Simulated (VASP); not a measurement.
Input of a VASP 6.6.1 run:

File INCAR:

```
SYSTEM = Ti
  PREC = Accurate
  ENCUT = 520
  EDIFF = 1E-7
  ISMEAR = -1
  SIGMA = 0.1
  LREAL = .False.
  LASPH = .True.
  NELM = 100
  ALGO = Normal
  ISIF = 2
  LWAVE = .False.
  LCHARG = .False.
  GGA = PE
  NBANDS = 12
```

Contents of KPOINTS:

```
regular mesh
0
Gamma
  13 13 13
  0 0 0
```

POSCAR

```
Ti
1.0
    2.6449927443      0.0000000000      0.0000000000
    0.0000000000      2.6449927443      0.0000000000
    0.0000000000      0.0000000000      2.6449927443
Ti
1
Direct
    0.0000000000      0.0000000000      0.0000000000
```

Potentials or basis: VASP PAW PBE potentials, release 64 (Ti_sv).

Command:

```sh
$ cat potpaw_PBE.64/Ti_sv/POTCAR > POTCAR
$ mpirun -np 1 vasp_std > vasp.out
```

Task: Predict the pressure.

Result: -0.2 GPa.

Task: Estimate the band gap on the k mesh.

Result: Zero (band 6 reaches 8.14 eV, above the bottom of band 7 at 6.21 eV).
